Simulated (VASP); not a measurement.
## Mg3Zr: single point with LDA

Mg3Zr:

```xyz
4
Lattice="4.5198 0.0000 0.0000 0.0000 4.5198 0.0000 0.0000 0.0000 4.5198" Properties=species:S:1:pos:R:3 pbc="T T T"
Mg    2.2599    2.2599    0.0000
Mg    2.2599    0.0000    2.2599
Mg    0.0000    2.2599    2.2599
Zr    0.0000    0.0000    0.0000
```

* Program: VASP 6.6.1
* Task: single point
* Functional: LDA
* Potentials or basis: VASP PAW LDA potentials, release 64 (Mg, Zr_sv)
* Cutoff: 520 eV
* k mesh: 5 × 5 × 5
* Occupations: fermi-dirac, width 0.15 eV
* Spin: no spin polarisation

The pressure is -5.3 GPa and the band gap on the k mesh is zero (band 9 reaches 4.38 eV, above the bottom of band 10 at 3.16 eV).

Levels at points of the mesh, in eV from the Fermi level:
```tsv
k point	band 6	band 7	band 8	band 9	band 10	band 11
(0.00, 0.00, 0.00)	-1.14	-1.14	0.74	0.74	0.74	1.02
```

It took 17 s on 1 thread of Intel Xeon 6975P-C (shared host), peak memory 0.17 GiB.
